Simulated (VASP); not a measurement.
# ZnO2 (Pa-3) in VASP: relaxation of cell and atoms with PBEsol

Aim: the relaxation of cell and atoms of ZnO2 with PBEsol.

Program: VASP 6.6.1. These are calculated values, not measurements. Logs are shortened: lines on timing, memory, paths and dates and some standing lists are left out, and cuts for length are marked.

### 1 The cell of the first run

It takes space group Pa-3 (No. 205, cubic). The conventional cell has a = 4.870 Å, b = 4.870 Å, c = 4.870 Å, α = 90.00°, β = 90.00°, γ = 90.00°. Zn (site symmetry -3) has 6 O at 2.10 Å within 2.8 Å. Within 2.0 Å of O (site symmetry 3) lie 1 O at 1.48 Å.

### 2 Relaxation of cell and atoms, PBEsol

The input, INCAR:

```
SYSTEM = ZnO2
PREC = Accurate
ENCUT = 600
EDIFF = 1E-6
ISMEAR = 0
SIGMA = 0.02
LREAL = .FALSE.
LASPH = .TRUE.
NELM = 100
ALGO = Normal
ISIF = 3
LWAVE = .FALSE.
LCHARG = .FALSE.
GGA = PS
IBRION = 2
NSW = 100
EDIFFG = -0.005
```

The input, KPOINTS:

```
Automatic mesh
0
G
  6 6 6
  0 0 0
```

The input, POSCAR:

```
ZnO2
1.0
    4.8700060964      0.0000000000      0.0000000000
    0.0000000000      4.8700060964      0.0000000000
    0.0000000000      0.0000000000      4.8700060964
Zn O
4 8
Direct
    0.0000000000      0.5000000000      0.5000000000
    0.5000000000      0.5000000000      0.0000000000
    0.5000000000      0.0000000000      0.5000000000
    0.0000000000      0.0000000000      0.0000000000
    0.4124254093      0.0875745907      0.9124254093
    0.0875745907      0.9124254093      0.4124254093
    0.9124254093      0.4124254093      0.0875745907
    0.5875745907      0.5875745907      0.5875745907
    0.4124254093      0.4124254093      0.4124254093
    0.0875745907      0.5875745907      0.9124254093
    0.9124254093      0.0875745907      0.5875745907
    0.5875745907      0.9124254093      0.0875745907
```

Potentials or basis: VASP PAW PBE potentials, release 64 (Zn, O).

Started as:

```bash
$ cat potpaw_PBE.64/Zn/POTCAR potpaw_PBE.64/O/POTCAR > POTCAR
$ mpirun -np 1 vasp_std > vasp.out
```

OUTCAR:

```text
SYSTEM = ZnO2
   PREC = Accurate
   ENCUT = 600
   EDIFF = 1E-6
   ISMEAR = 0
   LREAL = .FALSE.
   LASPH = .TRUE.
   NELM = 100
   ISIF = 3
   GGA = PS
   IBRION = 2
   NSW = 100
   EDIFFG = -0.005

 ion  position               nearest neighbor table
   1  0.000  0.500  0.500-   6 2.10   8 2.10   9 2.10  11 2.10  10 2.10   7 2.10
   2  0.500  0.500  0.000-   5 2.10   7 2.10  10 2.10  12 2.10   8 2.10   9 2.10
   3  0.500  0.000  0.500-   6 2.10   8 2.10   9 2.10  11 2.10   5 2.10  12 2.10
   4  0.000  0.000  0.000-   5 2.10   7 2.10  10 2.10  12 2.10  11 2.10   6 2.10
   5  0.412  0.088  0.912-  12 1.48   4 2.10   2 2.10   3 2.10
   6  0.088  0.912  0.412-  11 1.48   3 2.10   1 2.10   4 2.10
   7  0.912  0.412  0.088-  10 1.48   4 2.10   2 2.10   1 2.10
   8  0.588  0.588  0.588-   9 1.48   3 2.10   1 2.10   2 2.10
   9  0.412  0.412  0.412-   8 1.48   3 2.10   1 2.10   2 2.10
  10  0.088  0.588  0.912-   7 1.48   4 2.10   2 2.10   1 2.10
  11  0.912  0.088  0.588-   6 1.48   3 2.10   1 2.10   4 2.10
  12  0.588  0.912  0.088-   5 1.48   4 2.10   2 2.10   3 2.10

  LATTYP: Found a simple cubic cell.
 ALAT       =     4.8700060964

  Lattice vectors:

 A1 = (   4.8700060964,   0.0000000000,   0.0000000000)
 A2 = (   0.0000000000,   4.8700060964,   0.0000000000)
 A3 = (   0.0000000000,   0.0000000000,   4.8700060964)

Analysis of symmetry for initial positions (statically):
=====================================================================
 Subroutine PRICEL returns:
 Original cell was already a primitive cell.

 Routine SETGRP: Setting up the symmetry group for a
 simple cubic supercell.

 Subroutine GETGRP returns: Found 24 space group operations
 (whereof  6 operations were pure point group operations)
 out of a pool of 48 trial point group operations.

The static configuration has the point symmetry S_6 .
 The point group associated with its full space group is T_h .

Analysis of symmetry for dynamics (positions and initial velocities):
=====================================================================
 Subroutine PRICEL returns:
 Original cell was already a primitive cell.

 Routine SETGRP: Setting up the symmetry group for a
 simple cubic supercell.

 Subroutine GETGRP returns: Found 24 space group operations
 (whereof  6 operations were pure point group operations)
 out of a pool of 48 trial point group operations.

The dynamic configuration has the point symmetry S_6 .
 The point group associated with its full space group is T_h .
[... 119 lines left out ...]
   LREAL  =      F    real-space projection
   EDIFFG = -.5E-02   stopping-criterion for IOM
   NSW    =    100    number of steps for IOM
   IBRION =      2    ionic relax: 0-MD 1-quasi-New 2-CG
   NFREE  =      1    steps in history (QN), initial steepest desc. (CG)
   ISIF   =      3    stress and relaxation
   ISYM   =      2    0-nonsym 1-usesym 2-fastsym
   POTIM  = 0.5000    time-step for ionic-motion
   TEBEG  =    0.0;   TEEND  =   0.0 temperature during run
   PSTRESS=    0.0 pullay stress
   NELECT =      96.0000    total number of electrons
   NUPDOWN=      -1.0000    fix difference up-down
   EMIN   =  10.00;   EMAX   =-10.00  energy-range for DOS
   EFERMI =   0.00;   METHOD = LEGACY
   ISMEAR =     0;   SIGMA  =   0.02  broadening in eV -4-tet -1-fermi 0-gaus
   EFERMI_NEDOS =   21; number of points for ismear=-14 and -15
   IALGO  =     38    algorithm
   IMIX   =      4    mixing-type and parameters
     AMIX     =   0.40;   BMIX     =  1.00
     AMIX_MAG =   1.60;   BMIX_MAG =  1.00
  volume/ion in A,a.u.               =       9.63        64.95
  Fermi-wavevector in a.u.,A,eV,Ry     =   1.539226  2.908715 32.235152  2.369217
  Thomas-Fermi vector in A             =   2.645484
   LORBIT       =      0    0 simple, 1 ext, 2 COOP (PROOUT), +10 PAW based schemes
   GGA     = PS    functional components
   LHFCALC =     F    Hartree Fock is set to
   AEXX    =    0.0000 exact exchange contribution
   IVDW    =     0    specifies the selected vdW correction
   LEPSILON=     F    determine dielectric tensor
   LRPA    =     F    only Hartree local field effects (RPA)
 conjugate gradient relaxation of ions
 non-spin polarized calculation
 Gauss-broadening in eV      SIGMA  =   0.02
  energy-cutoff  :      600.00
  volume of cell :      115.50
 maximum number of plane-waves:      3900
   NGX = 19   NGY = 19   NGZ = 19

--------------------------------------- Ionic step        1  -------------------------------------------

 number of electron      95.9999909 magnetization

 Free energy of the ion-electron system (eV)
  ---------------------------------------------------
  ext. energy  EPLUGINS =         0.00000000
  ---------------------------------------------------
  free energy    TOTEN  =       -57.48469151 eV

  energy without entropy =      -57.48469151  energy(sigma->0) =      -57.48469151

------------------------ aborting loop because EDIFF is reached ----------------------------------------

  FORCE on cell =-STRESS in cart. coord.  units (eV):
  Direction    XX          YY          ZZ          XY          YZ          ZX
  --------------------------------------------------------------------------------------
  -------------------------------------------------------------------------------------
  Total        0.4830598      0.4830598      0.4830598     -0.0000000      0.0000000      0.0000000
  in kB        6.7007436      6.7007436      6.7007436     -0.0000000      0.0000000      0.0000000
  external PRESSURE =       6.7007436 kB  Pullay stress =       0.0000000 kB
[... 119 lines left out ...]
  FREE ENERGIE OF THE ION-ELECTRON SYSTEM (eV)
  ---------------------------------------------------
  free  energy   TOTEN  =       -57.4867049958 eV

  energy  without entropy=      -57.4867049958  energy(sigma->0) =      -57.48670500

[... ionic steps 4 to 9 ...]

--------------------------------------- Ionic step       10  -------------------------------------------

 number of electron      95.9999909 magnetization

------------------------ aborting loop because EDIFF is reached ----------------------------------------
[... 87 lines left out ...]
--------------------------------------- Ionic step       12  -------------------------------------------

 number of electron      95.9999909 magnetization

 Free energy of the ion-electron system (eV)
  ---------------------------------------------------
  ext. energy  EPLUGINS =         0.00000000
  ---------------------------------------------------
  free energy    TOTEN  =       -57.48672741 eV

  energy without entropy =      -57.48672741  energy(sigma->0) =      -57.48672741

 E-fermi :   3.1727     XC(G=0): -11.9234

 val. band max:        3.0776159365   @ k =   0.0000   0.0000   0.0000
 cond. band min:       5.2424103248   @ k =   0.1667   0.1667   0.1667
 fundamental gap:      2.1647943883
 Fermi energy:         3.1726706957

 k-point     1 :       0.0000    0.0000    0.0000
  band No.  band energies     occupation
      1     -19.5411      2.00000
      2     -18.7645      2.00000
      3     -18.7645      2.00000
      4     -18.7645      2.00000
      5     -12.9540      2.00000
      6     -12.9540      2.00000
[... 1468 lines left out ...]
  FREE ENERGIE OF THE ION-ELECTRON SYSTEM (eV)
  ---------------------------------------------------
  free  energy   TOTEN  =       -57.4867274128 eV

  energy  without entropy=      -57.4867274128  energy(sigma->0) =      -57.48672741

 reached required accuracy - stopping structural energy minimisation
```

OSZICAR:

```text
N       E                     dE             d eps       ncg     rms          rms(c)
DAV:   1     0.131169064148E+04    0.13117E+04   -0.50385E+04  2752   0.263E+03
DAV:   2     0.179564693205E+03   -0.11321E+04   -0.10759E+04  2736   0.669E+02
DAV:   3    -0.469137866493E+02   -0.22648E+03   -0.21706E+03  3167   0.251E+02
DAV:   4    -0.617718302636E+02   -0.14858E+02   -0.14633E+02  3146   0.686E+01
[... 77 lines left out ...]
       N       E                     dE             d eps       ncg     rms          rms(c)
DAV:   1    -0.574867361333E+02   -0.11066E-04   -0.14100E-03  3126   0.275E-01    0.292E-02
DAV:   2    -0.574867291687E+02    0.69646E-05   -0.11883E-04  3694   0.110E-01    0.112E-02
DAV:   3    -0.574867277476E+02    0.14211E-05   -0.21006E-06  1862   0.209E-02    0.602E-03
DAV:   4    -0.574867274128E+02    0.33481E-06   -0.18637E-06  1385   0.101E-02
  12 F= -.57486727E+02 E0= -.57486727E+02  d E =-.287755E-05
```

CONTCAR:

```text
ZnO2
   1.00000000000000
     4.8755087178391419    0.0000000000000000   -0.0000000000000000
     0.0000000000000000    4.8755087178391419   -0.0000000000000000
     0.0000000000000000    0.0000000000000000    4.8755087178391419
  Zn              O
     4     8
Direct
     0.0000000000000000    0.5000000000000000    0.5000000000000000
     0.5000000000000000    0.5000000000000000    0.0000000000000000
     0.5000000000000000    0.0000000000000000    0.5000000000000000
     0.0000000000000000    0.0000000000000000    0.0000000000000000
     0.4121465004587492    0.0878534995412509    0.9121465004587492
     0.0878534995412509    0.9121465004587492    0.4121465004587492
     0.9121465004587492    0.4121465004587492    0.0878534995412509
     0.5878534995412508    0.5878534995412508    0.5878534995412508
     0.4121465004587492    0.4121465004587492    0.4121465004587492
     0.0878534995412509    0.5878534995412508    0.9121465004587492
     0.9121465004587492    0.0878534995412509    0.5878534995412508
     0.5878534995412508    0.9121465004587492    0.0878534995412509

  0.00000000E+00  0.00000000E+00  0.00000000E+00
  0.00000000E+00  0.00000000E+00  0.00000000E+00
  0.00000000E+00  0.00000000E+00  0.00000000E+00
  0.00000000E+00  0.00000000E+00  0.00000000E+00
  0.00000000E+00  0.00000000E+00  0.00000000E+00
  0.00000000E+00  0.00000000E+00  0.00000000E+00
  0.00000000E+00  0.00000000E+00  0.00000000E+00
  0.00000000E+00  0.00000000E+00  0.00000000E+00
  0.00000000E+00  0.00000000E+00  0.00000000E+00
  0.00000000E+00  0.00000000E+00  0.00000000E+00
  0.00000000E+00  0.00000000E+00  0.00000000E+00
  0.00000000E+00  0.00000000E+00  0.00000000E+00
```

It took 13 min on 1 thread of Intel Xeon 8259CL, shared host; peak memory 0.3 GiB.

Results:

| Item | Value |
| --- | --- |
| Free energy | -57.4867 eV |
| Relaxed volume | 9.66 Å³/atom |
| Relaxed cell | a = 4.876 Å, b = 4.876 Å, c = 4.876 Å, α = 90.00°, β = 90.00°, γ = 90.00° |
| Space group after relaxing (to 0.1 Å) | Pa-3 (No. 205) |
| Energy gained by relaxing | 0.2 meV/atom |
| Ionic steps | 12 |
| Pressure after relaxing | 0.0 GPa |
| Band gap on the k mesh | 2.16 eV (least direct gap 2.31 eV) |

Step by step:
```tsv
step	energy change (eV)	largest force (eV/Å)	pressure (GPa)	volume (Å³)
1	0.0000	0.1297	0.67	115.50
2	0.0016	0.1845	-0.68	116.18
3	-0.0020	0.0059	0.15	115.79
4	-0.0020	0.0120	0.03	115.80
5	-0.0020	0.0094	0.09	115.82
6	-0.0020	0.0032	0.09	115.81
7	-0.0020	0.0070	0.07	115.87
8	-0.0020	0.0114	0.01	115.92
9	-0.0020	0.0093	0.03	115.89
10	-0.0020	0.0092	0.00	115.89
11	-0.0020	0.0081	0.03	115.88
12	-0.0020	0.0002	-0.02	115.89
```

Final structure:
```
Zn O
1.0
     4.87551    0.00000    0.00000
     0.00000    4.87551    0.00000
     0.00000    0.00000    4.87551
Zn O
4 8
Direct
  0.00000 0.50000 0.50000
  0.50000 0.50000 0.00000
  0.50000 0.00000 0.50000
  0.00000 0.00000 0.00000
  0.41215 0.08785 0.91215
  0.08785 0.91215 0.41215
  0.91215 0.41215 0.08785
  0.58785 0.58785 0.58785
  0.41215 0.41215 0.41215
  0.08785 0.58785 0.91215
  0.91215 0.08785 0.58785
  0.58785 0.91215 0.08785
```

Caveat: the PAW data sets were made with another functional, which shifts forces and pressure a little.
